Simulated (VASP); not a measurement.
# CuO (Pm-3m) in VASP: further runs

The runs below take CuO through single point, with PBEsol+U.

All numbers are computed with VASP 6.6.1; they aren't measurements. Logs are shortened: lines on timing, memory, paths and dates and some standing lists are left out, and cuts for length are marked.

### 1 The cell of the first run

Symmetry: Pm-3m, No. 221, cubic system. Conventional cell: a = 2.553 Å, b = 2.553 Å, c = 2.553 Å, α = 90.00°, β = 90.00°, γ = 90.00°. Within 2.9 Å of Cu (site symmetry m-3m) lie 8 O at 2.21 Å and 6 Cu at 2.55 Å. Within 2.9 Å of O (site symmetry m-3m) lie 8 Cu at 2.21 Å and 6 O at 2.55 Å.

### 2 Single point, PBEsol+U, collinear spin, ferromagnetic start

Input file INCAR:

```
SYSTEM = CuO
PREC = Accurate
ENCUT = 520
EDIFF = 1E-6
ISMEAR = 0
SIGMA = 0.05
LREAL = .False.
LASPH = .True.
NELM = 150
ALGO = Normal
ISIF = 2
LWAVE = .False.
LCHARG = .True.
ISPIN = 2
MAGMOM = 1 0
LORBIT = 11
LMAXMIX = 4
LDAU = .True.
LDAUTYPE = 2
LDAUL = 2 -1
LDAUU = 4 0
LDAUJ = 0 0
LDAUPRINT = 1
GGA = PS
LELF = .True.
LVHAR = .True.
NBANDS = 20
```

Input file KPOINTS:

```
regular mesh
0
Gamma
  7 7 7
  0 0 0
```

Input file POSCAR:

```
CuO
1.0
    2.5525506100      0.0000000000      0.0000000000
    0.0000000000      2.5525506100      0.0000000000
    0.0000000000      0.0000000000      2.5525506100
Cu O
1 1
Direct
    0.0000000000      0.0000000000      0.0000000000
    0.5000000000      0.5000000000      0.5000000000
```

Potentials or basis: VASP PAW PBE potentials, release 64 (Cu, O).

On the command line:

```
cat potpaw_PBE.64/Cu/POTCAR potpaw_PBE.64/O/POTCAR > POTCAR
mpirun -np 1 vasp_std > vasp.out
```

OUTCAR:

```text
SYSTEM = CuO
   PREC = Accurate
   ENCUT = 520
   EDIFF = 1E-6
   ISMEAR = 0
   LREAL = .False.
   LASPH = .True.
   NELM = 150
   ISIF = 2
   ISPIN = 2
   LORBIT = 11
   GGA = PS

 ion  position               nearest neighbor table
   1  0.000  0.000  0.000-   2 2.21   2 2.21   2 2.21   2 2.21   2 2.21   2 2.21   2 2.21   2 2.21

   2  0.500  0.500  0.500-   1 2.21   1 2.21   1 2.21   1 2.21   1 2.21   1 2.21   1 2.21   1 2.21

  LATTYP: Found a simple cubic cell.
 ALAT       =     2.5525506100

  Lattice vectors:

 A1 = (   2.5525506100,   0.0000000000,   0.0000000000)
 A2 = (   0.0000000000,   2.5525506100,   0.0000000000)
 A3 = (   0.0000000000,   0.0000000000,   2.5525506100)

Analysis of symmetry for initial positions (statically):
=====================================================================
 Subroutine PRICEL returns:
 Original cell was already a primitive cell.

 Routine SETGRP: Setting up the symmetry group for a
 simple cubic supercell.

 Subroutine GETGRP returns: Found 48 space group operations
 (whereof 48 operations were pure point group operations)
 out of a pool of 48 trial point group operations.

The static configuration has the point symmetry O_h .

Analysis of symmetry for dynamics (positions and initial velocities):
=====================================================================
 Subroutine PRICEL returns:
 Original cell was already a primitive cell.

 Routine SETGRP: Setting up the symmetry group for a
 simple cubic supercell.

 Subroutine GETGRP returns: Found 48 space group operations
 (whereof 48 operations were pure point group operations)
 out of a pool of 48 trial point group operations.

The dynamic configuration has the point symmetry O_h .

Analysis of structural, dynamic, and magnetic symmetry:
=====================================================================
 Subroutine PRICEL returns:
 Original cell was already a primitive cell.

 Routine SETGRP: Setting up the symmetry group for a
 simple cubic supercell.

 Subroutine GETGRP returns: Found 48 space group operations
 (whereof 48 operations were pure point group operations)
 out of a pool of 48 trial point group operations.

The overall configuration has the point symmetry O_h .

 Subroutine INISYM returns: Found 48 space group operations
 (whereof 48 operations are pure point group operations),
 and found     1 'primitive' translations

----------------------------------------------------------------------------------------

                                     Primitive cell

  volume of cell :      16.6312

  direct lattice vectors                    reciprocal lattice vectors
     2.552550610  0.000000000  0.000000000     0.391765004  0.000000000  0.000000000
     0.000000000  2.552550610  0.000000000     0.000000000  0.391765004  0.000000000
     0.000000000  0.000000000  2.552550610     0.000000000  0.000000000  0.391765004

  length of vectors
     2.552550610  2.552550610  2.552550610     0.391765004  0.391765004  0.391765004

  position of ions in fractional coordinates (direct lattice)
     0.000000000  0.000000000  0.000000000
     0.500000000  0.500000000  0.500000000

  ion indices of the primitive-cell ions
   primitive index   ion index
                 1           1
                 2           2

----------------------------------------------------------------------------------------

 KPOINTS: regular mesh

Automatic generation of k-mesh.
 Grid dimensions read from file:
 generate k-points for:    7    7    7

 Generating k-lattice:

  Cartesian coordinates                     Fractional coordinates (reciprocal lattice)
[... 67 lines left out ...]
   NUPDOWN=      -1.0000    fix difference up-down
   EMIN   =  10.00;   EMAX   =-10.00  energy-range for DOS
   EFERMI =   0.00;   METHOD = LEGACY
   ISMEAR =     0;   SIGMA  =   0.05  broadening in eV -4-tet -1-fermi 0-gaus
   EFERMI_NEDOS =   21; number of points for ismear=-14 and -15
   IALGO  =     38    algorithm
   IMIX   =      4    mixing-type and parameters
     AMIX     =   0.40;   BMIX     =  1.00
     AMIX_MAG =   1.60;   BMIX_MAG =  1.00
  volume/ion in A,a.u.               =       8.32        56.12
  Fermi-wavevector in a.u.,A,eV,Ry     =   1.649112  3.116370 37.001994  2.719570
  Thomas-Fermi vector in A             =   2.738287
   LORBIT       =     11    0 simple, 1 ext, 2 COOP (PROOUT), +10 PAW based schemes
 LDA+U is selected, type is set to LDAUTYPE =  2
   angular momentum for each species LDAUL =     2   -1
   U (eV)           for each species LDAUU =   4.0  0.0
   J (eV)           for each species LDAUJ =   0.0  0.0
   GGA     = PS    functional components
   LHFCALC =     F    Hartree Fock is set to
   AEXX    =    0.0000 exact exchange contribution
   IVDW    =     0    specifies the selected vdW correction
   LEPSILON=     F    determine dielectric tensor
   LRPA    =     F    only Hartree local field effects (RPA)
 spin polarized calculation
 Gauss-broadening in eV      SIGMA  =   0.05
  energy-cutoff  :      520.00
  volume of cell :       16.63
 maximum number of plane-waves:       461
 NGX is ok and might be reduce to    20
   NGX =  9   NGY =  9   NGZ =  9

atom =   1  type =  1  l = 2

 onsite density matrix

spin component  1

  0.9895  0.0000 -0.0000  0.0000 -0.0000
  0.0000  0.9895  0.0000  0.0000  0.0000
 -0.0000  0.0000  0.9598  0.0000 -0.0000
  0.0000  0.0000  0.0000  0.9895 -0.0000
 -0.0000  0.0000 -0.0000 -0.0000  0.9598

spin component  2

  0.8469 -0.0000 -0.0000 -0.0000 -0.0000
 -0.0000  0.8469 -0.0000 -0.0000 -0.0000
 -0.0000 -0.0000  0.9548 -0.0000 -0.0000
 -0.0000 -0.0000 -0.0000  0.8469 -0.0000
 -0.0000 -0.0000 -0.0000 -0.0000  0.9548

 occupancies and eigenvectors

  o =  0.8469  v =  0.0000  0.0000  0.0000  0.0000  0.0000  1.0000  0.0000  0.0000  0.0000  0.0000      0.0000  0.0000  0.0000  0.0000  0.0000  0.0000  0.0000  0.0000  0.0000  0.0000
  o =  0.8469  v =  0.0000  0.0000  0.0000  0.0000  0.0000  0.0000 -0.1318 -0.0000  0.9913 -0.0000      0.0000  0.0000  0.0000  0.0000  0.0000  0.0000  0.0000  0.0000  0.0000  0.0000
  o =  0.8469  v =  0.0000  0.0000  0.0000  0.0000  0.0000  0.0000  0.9913 -0.0000  0.1318 -0.0000      0.0000  0.0000  0.0000  0.0000  0.0000  0.0000  0.0000  0.0000  0.0000  0.0000
  o =  0.9548  v =  0.0000  0.0000  0.0000  0.0000  0.0000  0.0000  0.0000  0.9903  0.0000  0.1392      0.0000  0.0000  0.0000  0.0000  0.0000  0.0000  0.0000  0.0000  0.0000  0.0000
  o =  0.9548  v =  0.0000  0.0000  0.0000  0.0000  0.0000  0.0000 -0.0000 -0.1392  0.0000  0.9903      0.0000  0.0000  0.0000  0.0000  0.0000  0.0000  0.0000  0.0000  0.0000  0.0000
  o =  0.9598  v =  0.0000 -0.0000  0.2638  0.0000  0.9646  0.0000  0.0000  0.0000  0.0000  0.0000      0.0000  0.0000  0.0000  0.0000  0.0000  0.0000  0.0000  0.0000  0.0000  0.0000
  o =  0.9598  v =  0.0000 -0.0000 -0.9646  0.0000  0.2638  0.0000  0.0000  0.0000  0.0000  0.0000      0.0000  0.0000  0.0000  0.0000  0.0000  0.0000  0.0000  0.0000  0.0000  0.0000
  o =  0.9895  v =  0.0000  0.8223 -0.0000 -0.5690  0.0000  0.0000  0.0000  0.0000  0.0000  0.0000      0.0000  0.0000  0.0000  0.0000  0.0000  0.0000  0.0000  0.0000  0.0000  0.0000
  o =  0.9895  v =  1.0000  0.0000  0.0000  0.0000  0.0000  0.0000  0.0000  0.0000  0.0000  0.0000      0.0000  0.0000  0.0000  0.0000  0.0000  0.0000  0.0000  0.0000  0.0000  0.0000
  o =  0.9895  v =  0.0000 -0.5690  0.0000 -0.8223 -0.0000  0.0000  0.0000  0.0000  0.0000  0.0000      0.0000  0.0000  0.0000  0.0000  0.0000  0.0000  0.0000  0.0000  0.0000  0.0000

 number of electron      16.9999977 magnetization       1.0007054

 Free energy of the ion-electron system (eV)
  ---------------------------------------------------
  ext. energy  EPLUGINS =         0.00000000
  ---------------------------------------------------
  free energy    TOTEN  =        -8.29422199 eV

  energy without entropy =       -8.29236841  energy(sigma->0) =       -8.29329520

 E-fermi :   7.0447     XC(G=0): -13.5590

 val. band max:        7.0427077671   @ k =   0.4286   0.1429   0.0000
 cond. band min:       7.0453173369   @ k =   0.2857   0.2857   0.2857
 fundamental gap:      0.0026095698
 Fermi energy:         7.0446713827

 spin component 1

 k-point     1 :       0.0000    0.0000    0.0000
  band No.  band energies     occupation
      1     -13.1634      1.00000
      2       2.6204      1.00000
      3       2.6204      1.00000
      4       4.2707      1.00000
      5       4.2707      1.00000
      6       4.2707      1.00000
[... 436 lines left out ...]
      6       4.9072      1.00000
[... 12 lines left out ...]
     19      50.5113      0.00000
     20      52.3589      0.00000
 Fermi energy:         7.0446713827

 spin component 2

 k-point     1 :       0.0000    0.0000    0.0000
  band No.  band energies     occupation
      1     -12.3636      1.00000
      2       2.8749      1.00000
      3       2.8749      1.00000
      4       5.4328      1.00000
      5       5.4328      1.00000
      6       5.4328      1.00000
[... 449 lines left out ...]
     19      50.5934      0.00000
     20      52.6963      0.00000

------------------------ aborting loop because EDIFF is reached ----------------------------------------

  FORCE on cell =-STRESS in cart. coord.  units (eV):
  Direction    XX          YY          ZZ          XY          YZ          ZX
  --------------------------------------------------------------------------------------
  -------------------------------------------------------------------------------------
  Total        0.7822179      0.7822179      0.7822179      0.0000000     -0.0000000      0.0000000
  in kB       75.3555514     75.3555514     75.3555514      0.0000000     -0.0000000      0.0000000
  external PRESSURE =      75.3555514 kB  Pullay stress =       0.0000000 kB

 VOLUME and BASIS-vectors are now :
 -----------------------------------------------------------------------------
  energy-cutoff  :      520.00
  volume of cell :       16.63
      direct lattice vectors                 reciprocal lattice vectors
     2.552550610  0.000000000  0.000000000     0.391765004  0.000000000  0.000000000
     0.000000000  2.552550610  0.000000000     0.000000000  0.391765004  0.000000000
     0.000000000  0.000000000  2.552550610     0.000000000  0.000000000  0.391765004

 POSITION                                       TOTAL-FORCE (eV/Angst)
 -----------------------------------------------------------------------------------
      0.00000      0.00000      0.00000         0.000000      0.000000      0.000000
      1.27628      1.27628      1.27628         0.000000      0.000000      0.000000
 -----------------------------------------------------------------------------------
    total drift:                                0.000000      0.000000      0.000000

  FREE ENERGIE OF THE ION-ELECTRON SYSTEM (eV)
  ---------------------------------------------------
  free  energy   TOTEN  =        -8.2942219937 eV

  energy  without entropy=       -8.2923684073  energy(sigma->0) =       -8.29329520

 total charge

# of ion       s       p       d       tot
------------------------------------------
    1        0.301   0.337   9.316   9.953
    2        1.594   3.276   0.000   4.870
--------------------------------------------------
tot          1.895   3.612   9.316  14.823

 magnetization (x)

# of ion       s       p       d       tot
------------------------------------------
    1       -0.017  -0.014   0.438   0.407
    2        0.005   0.543   0.000   0.548
--------------------------------------------------
tot         -0.012   0.530   0.438   0.955
```

It took 12 s on 1 thread of Intel Xeon Platinum 8488C (Sapphire Rapids), shared host; peak memory 0.13 GiB.

What came out:

* Free energy: -8.2942 eV
* Pressure: 7.5 GPa
* Band gap on the k mesh: zero (filled and empty bands overlap)
* Net moment: 1.00 μB per cell
* Site moments: Cu +0.41; O +0.55 μB
* Valence electrons inside the program's atomic spheres: Cu 9.95; O 4.87

Levels at points of the mesh, in eV from the Fermi level:
Spin up:
```tsv
k point	band 5	band 6	band 7	band 8	band 9	band 10	band 11	band 12	band 13	band 14
(0.00, 0.00, 0.00)	-2.77	-2.77	-2.37	-2.37	-2.37	1.59	15.83	15.83	21.29	21.29
```
Spin down:
| k point | band 4 | band 5 | band 6 | band 7 | band 8 | band 9 | band 10 | band 11 | band 12 | band 13 |
| --- | --- | --- | --- | --- | --- | --- | --- | --- | --- | --- |
| (0.00, 0.00, 0.00) | -1.61 | -1.61 | -1.61 | -1.37 | -1.37 | -1.37 | 1.92 | 15.92 | 15.92 | 21.55 |

Eigenvalues of the final occupation matrices:
```tsv
site	spin	trace	eigenvalues
site 1 d	1	4.89	0.96 0.96 0.99 0.99 0.99
site 1 d	2	4.45	0.85 0.85 0.85 0.95 0.95
```

Caveat: the PAW data sets were made with another functional, which shifts forces and pressure a little; a cell with one magnetic atom can't hold antiferromagnetic order, which such compounds often take. The state reached can hang on the start; a lower one may exist.

### 3 Single point, PBEsol+U, collinear spin, ferromagnetic start

Input file INCAR:

```
SYSTEM = CuO
PREC     = Accurate       ! precision mode
ENCUT    = 520            ! plane-wave cutoff, eV
EDIFF    = 1E-6           ! SCF threshold, eV
ISMEAR   = 0              ! smearing method
SIGMA    = 0.05           ! smearing width, eV
LREAL    = .False.        ! projectors in reciprocal space
LASPH    = .True.         ! aspherical terms in the spheres
NELM     = 150            ! most SCF steps
ALGO     = Normal         ! electronic algorithm
ISIF     = 2              ! what is computed and relaxed
LWAVE    = .False.        ! write WAVECAR
LCHARG   = .True.         ! write CHGCAR
ISPIN    = 2              ! spin polarisation
MAGMOM   = 0.4 0.63       ! initial moments
LORBIT   = 11             ! projections on sites
LMAXMIX  = 4              ! l up to which the mixer works
LDAU     = .True.         ! DFT+U
LDAUTYPE = 2            
LDAUL    = 2 -1           ! shell
LDAUU    = 4 0            ! U, eV
LDAUJ    = 0 0          
LDAUPRINT= 1            
GGA      = PS             ! functional
LELF     = .True.         ! ELF
LVHAR    = .True.       
NBANDS   = 20             ! bands
```

Input file KPOINTS:

```
Automatic mesh
0
Gamma
  7 7 7
  0 0 0
```

POSCAR is that of step 2.

Potentials or basis: VASP PAW PBE potentials, release 64 (Cu, O).

On the command line:

```
cat potpaw_PBE.64/Cu/POTCAR potpaw_PBE.64/O/POTCAR > POTCAR
mpirun -np 1 vasp_std > vasp.out
```

It took 10 s on 1 thread of Intel Xeon Platinum 8488C (Sapphire Rapids), shared host; peak memory 0.13 GiB.

It converged, with:

```
Free energy                                           : -8.2942 eV
Pressure                                              : 7.8 GPa
Band gap on the k mesh                                : zero (filled and empty bands overlap)
Net moment                                            : 1.00 μB per cell
Site moments                                          : Cu +0.41; O +0.55 μB
Valence electrons inside the program's atomic spheres : Cu 9.95; O 4.87
```

Levels at points of the mesh, in eV from the Fermi level:
Spin up:
| k point | band 6 | band 7 | band 8 | band 9 | band 10 | band 11 | band 12 | band 13 |
| --- | --- | --- | --- | --- | --- | --- | --- | --- |
| (0.00, 0.00, 0.00) | -2.78 | -2.37 | -2.37 | -2.37 | 1.59 | 15.83 | 15.83 | 21.29 |
Spin down:
```
           k point  band 4  band 5  band 6  band 7  band 8  band 9  band 10  band 11  band 12  band 13
(0.00, 0.00, 0.00)   -1.61   -1.61   -1.61   -1.37   -1.37   -1.37     1.92    15.91    15.91    21.55
```

Eigenvalues of the final occupation matrices:
```
    site  spin  trace               eigenvalues
site 1 d     1   4.89  0.96 0.96 0.99 0.99 0.99
site 1 d     2   4.45  0.85 0.85 0.85 0.95 0.95
```

Caveat: the PAW data sets were made with another functional, which shifts forces and pressure a little; a cell with one magnetic atom can't hold antiferromagnetic order, which such compounds often take. The state reached can hang on the start; a lower one may exist.

### 4 Single point, PBEsol+U, collinear spin, ferromagnetic start

INCAR: that of step 3 with these lines changed.

```diff
@@ -2,3 +2,3 @@
 PREC     = Accurate       ! precision mode
-ENCUT    = 520            ! plane-wave cutoff, eV
+ENCUT    = 700            ! plane-wave cutoff, eV
 EDIFF    = 1E-6           ! SCF threshold, eV
@@ -8,3 +8,3 @@
 LASPH    = .True.         ! aspherical terms in the spheres
-NELM     = 150            ! most SCF steps
+NELM     = 200            ! most SCF steps
 ALGO     = Normal         ! electronic algorithm
@@ -26,2 +26,3 @@
 LVHAR    = .True.       
-NBANDS   = 20             ! bands
+NBANDS   = 24             ! bands
+GGA_COMPAT= .False.
```

KPOINTS is that of step 3.

POSCAR is that of step 3.

Potentials or basis: VASP PAW PBE potentials, release 64 (Cu_sv_GW, O).

On the command line:

```
cat potpaw_PBE.64/Cu_sv_GW/POTCAR potpaw_PBE.64/O/POTCAR > POTCAR
mpirun -np 1 vasp_std > vasp.out
```

It used 57 s of CPU time on 1 thread of AMD EPYC 7R13 Processor (Zen 3), on a shared host.

Results (log left out):

| Item | Value |
| --- | --- |
| Free energy | -7.9051 eV |
| Pressure | 7.1 GPa |
| Band gap on the k mesh | zero (filled and empty bands overlap) |
| Net moment | 1.00 μB per cell |
| Site moments | Cu +0.45; O +0.53 μB |
| Valence electrons inside the program's atomic spheres | Cu 17.54; O 4.88 |

Levels at points of the mesh, in eV from the Fermi level:
Spin up:
| k point | band 9 | band 10 | band 11 | band 12 | band 13 | band 14 | band 15 | band 16 | band 17 | band 18 |
| --- | --- | --- | --- | --- | --- | --- | --- | --- | --- | --- |
| (0.00, 0.00, 0.00) | -2.74 | -2.74 | -2.44 | -2.44 | -2.44 | 1.44 | 16.02 | 16.02 | 21.14 | 21.14 |
Spin down:
```tsv
k point	band 10	band 11	band 12	band 13	band 14	band 15
(0.00, 0.00, 0.00)	-1.51	-1.48	-1.48	-1.48	1.75	16.10
```

Eigenvalues of the final occupation matrices:
```
    site  spin  trace               eigenvalues
site 1 d     1   4.76  0.93 0.93 0.96 0.96 0.96
site 1 d     2   4.29  0.81 0.81 0.81 0.93 0.93
```

Caveat: the PAW data sets were made with another functional, which shifts forces and pressure a little; a cell with one magnetic atom can't hold antiferromagnetic order, which such compounds often take. The state reached can hang on the start; a lower one may exist.

(Continued in part 2 of 2.)
